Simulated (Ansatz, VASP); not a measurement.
Given: the input of a run of VASP 6.6.1 on TiO2.

Contents of INCAR:

```
SYSTEM = TiO2
PREC = Accurate
ENCUT = 600
EDIFF = 1E-6
ISMEAR = -1
SIGMA = 0.04
LREAL = .False.
LASPH = .True.
NELM = 120
ALGO = Normal
ISIF = 2
LWAVE = .False.
LCHARG = .False.
GGA = PE
NBANDS = 33
GGA_COMPAT = .False.
```

The input KPOINTS:

```
regular mesh
0
Gamma
  4 4 5
  0 0 0
```

File POSCAR:

```
TiO2
1.0
    4.5998373239      0.0000000000      0.0000000000
    0.0000000000      4.5998373239      0.0000000000
    0.0000000000      0.0000000000      2.9592135600
Ti O
2 4
Direct
    0.0000000000      0.0000000000      0.5000000000
    0.5000000000      0.5000000000      0.0000000000
    0.3043213200      0.3043213200      0.5000000000
    0.1956786800      0.8043213200      0.0000000000
    0.8043213200      0.1956786800      0.0000000000
    0.6956786800      0.6956786800      0.5000000000
```

Potentials or basis: VASP PAW PBE potentials, release 64 (Ti_sv, O).

Run with:

```bash
$ cat potpaw_PBE.64/Ti_sv/POTCAR potpaw_PBE.64/O/POTCAR > POTCAR
$ mpirun -np 1 vasp_std > vasp.out
```

Set up the same calculation for Ansatz 0.2.0. Potentials there: all-electron LAPW, scalar-relativistic.

As run (the cutoff follows the program's own potentials):

File input.yaml:

```yaml
crystal:
  lattice:
    - [4.5998373239, 0.0, 0.0]
    - [0.0, 4.5998373239, 0.0]
    - [0.0, 0.0, 2.95921356]
  atoms:
    - { symbol: Ti, position: [0.0, 0.0, 0.5] }
    - { symbol: Ti, position: [0.5, 0.5, 0.0] }
    - { symbol: O, position: [0.30432132, 0.30432132, 0.5] }
    - { symbol: O, position: [0.19567868, 0.80432132, 0.0] }
    - { symbol: O, position: [0.80432132, 0.19567868, 0.0] }
    - { symbol: O, position: [0.69567868, 0.69567868, 0.5] }
kpoints:
  mp_grid: { grid: [4, 4, 5] }
scf:
  occupations: { method: fermi_dirac, width: 0.04 }
hamiltonian:
  xc: pbe
  pseudopotentials: { kind: all_electron, lapw: { basis_error: 0.002 } }
output:
  forces: true
  stress: true
  eigenvalues: true
```

Potentials or basis: all-electron LAPW, scalar-relativistic.

Command:

```bash
$ ansatz run input.yaml --threads 4 --pin off --max-ram 12288MiB --backend cpu --events-out ev --progress --plain --runs-dir out
```

Both were run:

|  | VASP | Ansatz | Ansatz less VASP |
| --- | --- | --- | --- |
| gap on the k mesh at the Fermi level (eV) | 1.84 | 1.86 | +0.020 |
| least direct gap on the mesh (eV) | 1.84 | 1.86 | +0.020 |
| pressure (GPa) | 4.7 | 4.3 | -0.45 |
| traceless stress, the component that is largest in VASP (GPa) | -0.28 | -0.47 | -0.192 |
| rms of the force components (eV/Å) | 0.008 | 0.003 | -0.0055 |

Atom by atom the forces differ by 0.011 eV/Å (rms over components). Ansatz ran all-electron here, and VASP with PAW potentials.

The k mesh is coarse, so the values compare programs but aren't converged.
